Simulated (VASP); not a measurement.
# WBrCl3O (P1) in VASP: single point with PBE+D3(BJ)

Aim: the single point of WBrCl3O with PBE+D3(BJ).

All numbers are computed with VASP 6.6.1; they aren't measurements. Logs are shortened: lines on timing, memory, paths and dates and some standing lists are left out, and cuts for length are marked.

### Step 1. The cell of the first run

The typed cell holds 6 atoms: a = 3.960 Å, b = 6.471 Å, c = 6.348 Å, α = 86.15°, β = 71.49°, γ = 72.33°.

### Step 2. Single point, PBE+D3(BJ)

Contents of INCAR:

```
SYSTEM = WBrCl3O
ALGO = Normal
EDIFF = 1E-6
ENCUT = 520
GGA = PE
ISIF = 2
ISMEAR = 0
IVDW = 12
LASPH = .True.
LCHARG = .False.
LREAL = .False.
LWAVE = .False.
NBANDS = 33
NELM = 80
PREC = Accurate
SIGMA = 0.05
```

Contents of KPOINTS:

```
k-points
0
Gamma
  8 6 6
  0 0 0
```

Contents of POSCAR:

```
WBrCl3O
1.0
    3.9599517649     -0.0017554057      0.0123114081
    1.9669042909      6.1631935198     -0.1247495574
    1.9967949271     -0.0682151532      6.0248616077
W Br Cl O
1 1 3 1
Direct
    0.0111066903      0.9976512350      0.9961851633
    0.8022580666      0.2028165489      0.3424451193
    0.0110845285      0.3213678268      0.8181104813
    0.1502149169      0.6751962318      0.1756905741
    0.3409464342      0.8049463517      0.6714419844
    0.5623883636      0.9980218059      0.9961276775
```

Potentials or basis: VASP PAW PBE potentials, release 64 (W_sv, Br, Cl, O).

Started as:

```console
$ cat potpaw_PBE.64/W_sv/POTCAR potpaw_PBE.64/Br/POTCAR potpaw_PBE.64/Cl/POTCAR potpaw_PBE.64/O/POTCAR > POTCAR
$ mpirun -np 1 vasp_std > vasp.out
```

OUTCAR:

```text
SYSTEM = WBrCl3O
   EDIFF = 1E-6
   ENCUT = 520
   GGA = PE
   ISIF = 2
   ISMEAR = 0
   IVDW = 12
   LASPH = .True.
   LREAL = .False.
   NELM = 80
   PREC = Accurate
 IVDW          = 12

 ion  position               nearest neighbor table
   1  0.011  0.998  0.996-   6 1.78   6 2.18   5 2.27   4 2.31   3 2.31   2 2.42
   2  0.802  0.203  0.342-   1 2.42
   3  0.011  0.321  0.818-   1 2.31
   4  0.150  0.675  0.176-   1 2.31
   5  0.341  0.805  0.671-   1 2.27
   6  0.562  0.998  0.996-   1 1.78   1 2.18

  LATTYP: Found a triclinic cell.
 ALAT       =     6.3475034998
 B/A-ratio  =     1.3352704862
 C/A-ratio  =     0.6238627977
 COS(alpha) =     0.0022829901
 COS(beta)  =     0.3175337197
 COS(gamma) =     0.6517723572

  Lattice vectors:

 A1 = (  -1.9967949271,   0.0682151532,  -6.0248616077)
 A2 = (  -0.0037474531,  -6.0967337723,  -5.8878006422)
 A3 = (  -3.9599517649,   0.0017554057,  -0.0123114081)

Analysis of symmetry for initial positions (statically):
=====================================================================
 Subroutine PRICEL returns:
 Original cell was already a primitive cell.

 Routine SETGRP: Setting up the symmetry group for a
 triclinic supercell.

 Subroutine GETGRP returns: Found  1 space group operations
 (whereof  1 operations were pure point group operations)
 out of a pool of  2 trial point group operations.

The static configuration has the point symmetry C_1 .

Analysis of symmetry for dynamics (positions and initial velocities):
=====================================================================
 Subroutine PRICEL returns:
 Original cell was already a primitive cell.

 Routine SETGRP: Setting up the symmetry group for a
 triclinic supercell.

 Subroutine GETGRP returns: Found  1 space group operations
 (whereof  1 operations were pure point group operations)
 out of a pool of  2 trial point group operations.

The dynamic configuration has the point symmetry C_1 .

 Subroutine INISYM returns: Found  1 space group operations
 (whereof  1 operations are pure point group operations),
 and found     1 'primitive' translations

----------------------------------------------------------------------------------------

                                     Primitive cell

  volume of cell :     146.8768

  direct lattice vectors                    reciprocal lattice vectors
     3.959951765 -0.001755406  0.012311408     0.252755149 -0.082378033 -0.084702299
     1.966904291  6.163193520 -0.124749557     0.000066289  0.162269134  0.001815286
     1.996794927 -0.068215153  6.024861608    -0.000515116  0.003528246  0.166189587

  length of vectors
     3.959971292  6.470643655  6.347503500     0.279008575  0.162279301  0.166227833

  position of ions in fractional coordinates (direct lattice)
     0.011106690  0.997651235  0.996185163
     0.802258067  0.202816549  0.342445119
     0.011084528  0.321367827  0.818110481
     0.150214917  0.675196232  0.175690574
     0.340946434  0.804946352  0.671441984
     0.562388364  0.998021806  0.996127677

  ion indices of the primitive-cell ions
   primitive index   ion index
                 1           1
                 2           2
                 3           3
                 4           4
                 5           5
                 6           6

----------------------------------------------------------------------------------------

 KPOINTS: k-points

Automatic generation of k-mesh.
 Grid dimensions read from file:
 generate k-points for:    8    6    6

 Generating k-lattice:

  Cartesian coordinates                     Fractional coordinates (reciprocal lattice)
     0.031594394 -0.010297254 -0.010587787     0.125000000 -0.000000000  0.000000000
     0.000011048  0.027044856  0.000302548     0.000000000  0.166666667  0.000000000
    -0.000085853  0.000588041  0.027698264     0.000000000  0.000000000  0.166666667

  Length of vectors
     0.034876072  0.027046550  0.027704639

  Shift w.r.t. Gamma in fractional coordinates (k-lattice)
     0.000000000  0.000000000  0.000000000

 Subroutine IBZKPT returns following result:
 ===========================================

 Found    148 irreducible k-points:

 Following reciprocal coordinates:
            Coordinates               Weight
  0.000000  0.000000  0.000000      1.000000
  0.125000  0.000000  0.000000      2.000000
  0.250000  0.000000  0.000000      2.000000
  0.375000  0.000000 -0.000000      2.000000
  0.500000  0.000000  0.000000      1.000000
 -0.000000  0.166667 -0.000000      2.000000
[... 16 lines left out ...]
  0.125000  0.500000 -0.000000      2.000000
  0.250000  0.500000  0.000000      2.000000
 [... further k-points ...]
   k-points           NKPTS =    148   k-points in BZ     NKDIM =    148   number of bands    NBANDS=     33
   number of dos      NEDOS =    301   number of ions     NIONS =      6
   total plane-waves  NPLWV =  69120
   dimension x,y,z NGX =    30 NGY =   48 NGZ =   48
   dimension x,y,z NGXF=    60 NGYF=   96 NGZF=   96
   ions per type =               1   1   3   1
   NGX,Y,Z   is equivalent  to a cutoff of  12.59, 12.33, 12.57 a.u.
   NGXF,Y,Z  is equivalent  to a cutoff of  25.19, 24.66, 25.14 a.u.
 SYSTEM =  WBrCl3O
   PREC   = accura    normal or accurate (medium, high low for compatibility)
   ISTART =      0    job   : 0-new  1-cont  2-samecut
   ICHARG =      2    charge: 1-file 2-atom 10-const
   ISPIN  =      1    spin polarized calculation?
   LNONCOLLINEAR =      F non collinear calculations
   LSORBIT =      F    spin-orbit coupling
   LASPH  =      T    aspherical Exc in radial PAW
   ENCUT  =  520.0 eV  38.22 Ry    6.18 a.u.   7.36 12.03 11.80*2*pi/ulx,y,z
   NELM   =     80;   NELMIN=  2; NELMDL= -5     # of ELM steps
   EDIFF  = 0.1E-05   stopping-criterion for ELM
   LREAL  =      F    real-space projection
   EDIFFG = 0.1E-04   stopping-criterion for IOM
   NSW    =      0    number of steps for IOM
   IBRION =     -1    ionic relax: 0-MD 1-quasi-New 2-CG
   NFREE  =      0    steps in history (QN), initial steepest desc. (CG)
   ISIF   =      2    stress and relaxation
   ISYM   =      2    0-nonsym 1-usesym 2-fastsym
   POTIM  = 0.5000    time-step for ionic-motion
   TEBEG  =    0.0;   TEEND  =   0.0 temperature during run
   PSTRESS=    0.0 pullay stress
   NELECT =      48.0000    total number of electrons
   NUPDOWN=      -1.0000    fix difference up-down
   EMIN   =  10.00;   EMAX   =-10.00  energy-range for DOS
   EFERMI =   0.00;   METHOD = LEGACY
   ISMEAR =     0;   SIGMA  =   0.05  broadening in eV -4-tet -1-fermi 0-gaus
   EFERMI_NEDOS =   21; number of points for ismear=-14 and -15
   IALGO  =     38    algorithm
   IMIX   =      4    mixing-type and parameters
     AMIX     =   0.40;   BMIX     =  1.00
     AMIX_MAG =   1.60;   BMIX_MAG =  1.00
  volume/ion in A,a.u.               =      24.48       165.20
  Fermi-wavevector in a.u.,A,eV,Ry     =   1.127641  2.130932 17.300813  1.271574
  Thomas-Fermi vector in A             =   2.264328
   LORBIT       =      0    0 simple, 1 ext, 2 COOP (PROOUT), +10 PAW based schemes
   GGA     = PE    functional components
   LHFCALC =     F    Hartree Fock is set to
   AEXX    =    0.0000 exact exchange contribution
   IVDW    =    12    specifies the selected vdW correction
   LEPSILON=     F    determine dielectric tensor
   LRPA    =     F    only Hartree local field effects (RPA)
 non-spin polarized calculation
 Gauss-broadening in eV      SIGMA  =   0.05
  energy-cutoff  :      520.00
  volume of cell :      146.88
 maximum number of plane-waves:      3980
 NGX is ok and might be reduce to    30
   NGX = 15   NGY = 25   NGZ = 23

 number of electron      48.0000003 magnetization

 Free energy of the ion-electron system (eV)
  ---------------------------------------------------
  ext. energy  EPLUGINS =         0.00000000
  ---------------------------------------------------
  free energy    TOTEN  =       -31.67815966 eV

  energy without entropy =      -31.67815966  energy(sigma->0) =      -31.67815966

 E-fermi :   0.8725     XC(G=0):  -8.5677

 val. band max:        0.4095653771   @ k =   0.0000   0.0000   0.0000
 cond. band min:       2.0050595428   @ k =   0.0000   0.0000   0.0000
 fundamental gap:      1.5954941657
 Fermi energy:         0.8725167206

 k-point     1 :       0.0000    0.0000    0.0000
  band No.  band energies     occupation
      1     -74.5160      2.00000
      2     -38.8064      2.00000
      3     -38.6096      2.00000
      4     -38.6021      2.00000
      5     -17.8010      2.00000
      6     -13.8540      2.00000
[... 25 lines left out ...]
     32       9.6789      0.00000
     33       9.7936      0.00000

 k-point     2 :       0.1250    0.0000    0.0000
  band No.  band energies     occupation
      1     -74.5160      2.00000
      2     -38.8134      2.00000
      3     -38.6093      2.00000
      4     -38.6018      2.00000
      5     -17.6670      2.00000
      6     -13.8223      2.00000
[... 25 lines left out ...]
     32       9.9668      0.00000
     33      10.2422      0.00000

 k-point     3 :       0.2500    0.0000    0.0000
  band No.  band energies     occupation
      1     -74.5158      2.00000
      2     -38.8302      2.00000
      3     -38.6086      2.00000
      4     -38.6011      2.00000
      5     -17.3202      2.00000
      6     -13.7430      2.00000
[... 25 lines left out ...]
     32      10.2101      0.00000
     33      10.6097      0.00000

 k-point     4 :       0.3750    0.0000   -0.0000
  band No.  band energies     occupation
      1     -74.5157      2.00000
      2     -38.8469      2.00000
      3     -38.6078      2.00000
      4     -38.6004      2.00000
      5     -16.9317      2.00000
      6     -13.6594      2.00000
[... 673 lines left out ...]
     32       9.2449      0.00000
     33       9.5510      0.00000

 k-point    23 :       0.1250    0.5000   -0.0000
  band No.  band energies     occupation
      1     -74.5160      2.00000
      2     -38.8134      2.00000
      3     -38.6093      2.00000
      4     -38.6018      2.00000
      5     -17.6660      2.00000
      6     -13.6715      2.00000
[... 25 lines left out ...]
     32       9.5642      0.00000
     33       9.8175      0.00000

 k-point    24 :       0.2500    0.5000    0.0000
  band No.  band energies     occupation
      1     -74.5158      2.00000
      2     -38.8302      2.00000
      3     -38.6086      2.00000
      4     -38.6011      2.00000
      5     -17.3195      2.00000
      6     -13.6538      2.00000
[... 25 lines left out ...]
     32      10.0282      0.00000
     33      10.3144      0.00000

 [... further k-points ...]

------------------------ aborting loop because EDIFF is reached ----------------------------------------

 Edisp (eV)   -1.27880

 E8    (eV) :    -0.5018

  FORCE on cell =-STRESS in cart. coord.  units (eV):
  Direction    XX          YY          ZZ          XY          YZ          ZX
  --------------------------------------------------------------------------------------
  -------------------------------------------------------------------------------------
  Total      -1.93688    -0.55010     2.74755    -0.00083     0.81719    -0.01120
  in kB     -21.12803    -6.00065    29.97114    -0.00904     8.91419    -0.12221
  external pressure =        0.95 kB  Pullay stress =        0.00 kB

 VOLUME and BASIS-vectors are now :
 -----------------------------------------------------------------------------
  energy-cutoff  :      520.00
  volume of cell :      146.88
      direct lattice vectors                 reciprocal lattice vectors
     3.959951765 -0.001755406  0.012311408     0.252755149 -0.082378033 -0.084702299
     1.966904291  6.163193520 -0.124749557     0.000066289  0.162269134  0.001815286
     1.996794927 -0.068215153  6.024861608    -0.000515116  0.003528246  0.166189587

 POSITION                                       TOTAL-FORCE (eV/Angst)
 -----------------------------------------------------------------------------------
      3.99544      6.08074      5.87756        -0.595082      0.013361      0.037827
      4.25962      1.22523      2.04776         0.069733      0.105736      0.534792
      2.30959      1.92483      4.88905        -0.007407     -0.141410     -0.144499
      2.27371      4.14912      0.97613        -0.006915      0.131221      0.147809
      4.27412      4.91464      3.94913         0.076309     -0.105656     -0.565077
      6.17911      6.08206      5.88395         0.463362     -0.003252     -0.010853
 -----------------------------------------------------------------------------------
    total drift:                                0.000505      0.000710      0.000261

  FREE ENERGIE OF THE ION-ELECTRON SYSTEM (eV)
  ---------------------------------------------------
  free  energy   TOTEN  =       -32.9569572231 eV

  energy  without entropy=      -32.9569572231  energy(sigma->0) =      -32.95695722
```

Wall time 22 min (1 thread of Intel Xeon 8259CL, shared host); peak memory 0.76 GiB.

What came out:

| Quantity | Value |
| --- | --- |
| Free energy | -32.9570 eV |
| Pressure | 0.1 GPa |
| Largest force | 0.596 eV/Å |
| Band gap on the k mesh | 1.60 eV |
| Dispersion energy per atom | -0.213 eV |

Forces in eV/Å, atoms in the order of the input:
```
W   -0.595  0.013  0.038
Br   0.070  0.106  0.535
Cl  -0.007 -0.141 -0.144
Cl  -0.007  0.131  0.148
Cl   0.076 -0.106 -0.565
O    0.463 -0.003 -0.011
```

Caveat: the stress differs along the axes, from -2 to 3 GPa; spin-orbit coupling is left out, which moves the levels of the heavy elements. A k mesh can miss the band edges.
